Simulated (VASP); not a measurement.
Al2O3:

```
Al O
1.0
     3.90368    0.00000    0.00000
    -1.95184    3.38069    0.00000
     0.00000    0.00000    4.04723
Al O
2 3
Direct
  0.33333 0.66667 0.50000
  0.66667 0.33333 0.50000
  0.50000 0.00000 0.00000
  0.00000 0.50000 0.00000
  0.50000 0.50000 0.00000
```

```yaml
Program: VASP 6.6.1
Task: relaxation of cell and atoms
Functional: PBE
Potentials_or_basis: VASP PAW PBE potentials, release 64 (Al, O_h)
Cutoff: 910 eV
k_mesh: 6 × 6 × 4
Occupations: gaussian, width 0.1 eV
Spin: no spin polarisation
```

At the start: pressure 28.6 GPa; volume 10.68 Å³/atom.

How do energy, volume and symmetry change on relaxing?

Over 17 steps the energy falls by 3063.3 meV/atom and the volume is 10.36 Å³/atom (-3.1 %); space group P6/mmm (No. 191, to 0.05 Å).

The path:
| step | energy change (eV) | largest force (eV/Å) | pressure (GPa) | volume (Å³) |
| --- | --- | --- | --- | --- |
| 1 | 0.0000 | 0.0000 | 28.60 | 53.41 |
| 2 | -4.0836 | 0.0000 | -16.27 | 68.22 |
| 3 | -5.5661 | 0.0000 | -38.55 | 77.30 |
| 4 | -7.8113 | 0.0000 | -50.91 | 77.87 |
| 5 | -8.6062 | 0.0000 | -57.00 | 77.79 |
| 6 | -12.1408 | 0.0000 | -50.37 | 68.37 |
| 7 | -14.1112 | 0.0000 | -35.57 | 60.47 |
| 8 | -10.5088 | 0.0000 | 51.67 | 45.93 |
| 9 | -14.4023 | 0.0000 | -25.92 | 57.40 |
| 10 | -14.4133 | 0.0000 | -21.64 | 56.29 |
| 11 | -15.1169 | 0.0000 | -10.19 | 53.74 |
| 12 | -15.3116 | 0.0000 | -0.56 | 51.85 |
| 13 | -15.3154 | 0.0000 | 1.08 | 51.54 |
| 14 | -15.3151 | 0.0000 | 0.57 | 51.64 |
| 15 | -15.3160 | 0.0000 | -0.05 | 51.75 |
| 16 | -15.3161 | 0.0000 | -0.51 | 51.84 |
| 17 | -15.3164 | 0.0000 | -0.17 | 51.78 |

Final structure:
```
Al O
1.0
     4.86801    0.00000    0.00000
    -2.43401    4.21582    0.00000
     0.00000    0.00000    2.52284
Al O
2 3
Cartesian
  0.0000 2.8105 1.2614
  2.4340 1.4053 1.2614
  2.4340 0.0000 2.5228
  -1.2170 2.1079 2.5228
  1.2170 2.1079 2.5228
```

Caveat: the cutoff is under 1.25 times the usual one of these potentials, so pressure, stress and relaxed cells hold a basis-set (Pulay) error.
